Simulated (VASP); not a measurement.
A run of VASP 6.6.1 is set up as follows.

File INCAR:

```
PREC = Accurate
ENCUT = 520
EDIFF = 1E-6
ISMEAR = 0
SIGMA = 0.1
LREAL = False
LASPH = True
NELM = 60
ALGO = Normal
ISIF = 2
LWAVE = False
LCHARG = True
GGA = PE
LELF = True
LVHAR = True
NBANDS = 23
```

Contents of KPOINTS:

```
regular mesh
0
Gamma
  4 4 4
```

The input POSCAR:

```
NaBeF3
1.0
    3.5689295792      0.0000000000      0.0000000000
    0.0000000000      3.5689295792      0.0000000000
    0.0000000000      0.0000000000      3.5689295792
Na Be F
1 1 3
Direct
    0.0000000000      0.0000000000      0.0000000000
    0.5000000000      0.5000000000      0.5000000000
    0.0000000000      0.5000000000      0.5000000000
    0.5000000000      0.0000000000      0.5000000000
    0.5000000000      0.5000000000      0.0000000000
```

Potentials or basis: VASP PAW PBE potentials, release 64 (Na_pv, Be, F).

The run is started by

```bash
$ cat potpaw_PBE.64/Na_pv/POTCAR potpaw_PBE.64/Be/POTCAR potpaw_PBE.64/F/POTCAR > POTCAR
$ mpirun -np 1 vasp_std > vasp.out
```

Question: Estimate the band gap on the k mesh.

Answer: 7.45 eV, indirect (least direct gap 8.10 eV).

Question: Predict the pressure.

Answer: -0.2 GPa.

Caveat: the k points lie up to 0.44 Å⁻¹ apart. PBE gaps usually lie below the measured ones, often by a third to a half.
